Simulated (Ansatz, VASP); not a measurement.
## Two plane-wave programs on MnHg

```
Mn Hg
1.0
     3.31500    0.00000    0.00000
     0.00000    3.31500    0.00000
     0.00000    0.00000    3.31500
Mn Hg
1 1
Direct
  0.50000 0.50000 0.50000
  0.00000 0.00000 0.00000
```

Alike in both runs: task single point; functional PBEsol; k mesh 12 × 12 × 12; occupations gaussian, width 0.1 eV; collinear spin.

|  | VASP | Ansatz |
| --- | --- | --- |
| version | VASP 6.6.1 | Ansatz 0.2.0 |
| potentials or method | VASP PAW PBE potentials, release 64 (Mn_pv, Hg), cutoff 520 eV | scalar-relativistic, plane waves, PAW |
| valence electrons in the cell | 25 | 35 |

```tsv
	VASP	Ansatz	Ansatz less VASP
gap on the k mesh at the Fermi level (eV)	none	none	-
pressure (GPa)	-4.3	-4.8	-0.49
net moment per atom (μB)	1.96	1.96	-0.002
size of the moment on the site where the two differ most (μB)	3.83	3.88	+0.054
```

VASP's potentials were made for PBE, not for PBEsol. Site moments also hang on the region over which each program counts them. A gap of «none» marks a metal or a gap that the smearing closes. The functional is the same, so the differences come from potentials, cutoffs and numerics. VASP's potentials hold 25 valence electrons a cell and Ansatz's 35, so a difference there can come from the potentials and not from the codes.

Neither program's run includes spin-orbit coupling.
